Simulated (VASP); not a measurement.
NaCl: single point with LDA

Crystal: NaCl.

```
CELL_PARAMETERS angstrom
3.29500 0.00000 0.00000
0.00000 3.29500 0.00000
0.00000 0.00000 3.29500
ATOMIC_POSITIONS crystal
Na 0.00000 0.00000 0.00000
Cl 0.50000 0.50000 0.50000
```

| Quantity | Value |
| --- | --- |
| Program | VASP 6.6.1 |
| Task | single point |
| Functional | LDA |
| Potentials or basis | VASP PAW LDA potentials, release 64 (Na_pv, Cl) |
| Cutoff | 520 eV |
| k mesh | 8 × 8 × 8 |
| Occupations | gaussian, width 0.02 eV |
| Spin | no spin polarisation |

* Pressure: 2.7 GPa
* Band gap on the k mesh: 4.29 eV (least direct gap 4.97 eV)

Levels at points of the mesh, in eV from the valence-band top:
| k point | band 5 | band 6 | band 7 | band 8 | band 9 | band 10 |
| --- | --- | --- | --- | --- | --- | --- |
| (0.00, 0.00, 0.00) | -0.68 | -0.68 | -0.68 | 4.29 | 8.00 | 8.00 |
| (0.50, 0.00, 0.00) | -3.98 | -0.37 | -0.37 | 7.15 | 9.55 | 10.18 |
| (0.50, 0.50, 0.00) | -3.06 | -3.06 | 0.00 | 5.08 | 9.96 | 11.88 |
| (0.50, 0.50, 0.50) | -2.54 | -2.54 | -2.54 | 6.71 | 6.71 | 6.71 |

Wall time 22 s on 1 thread of Intel Xeon 8259CL, on a shared host, peak memory 0.14 GiB.

A k mesh can miss the band edges.
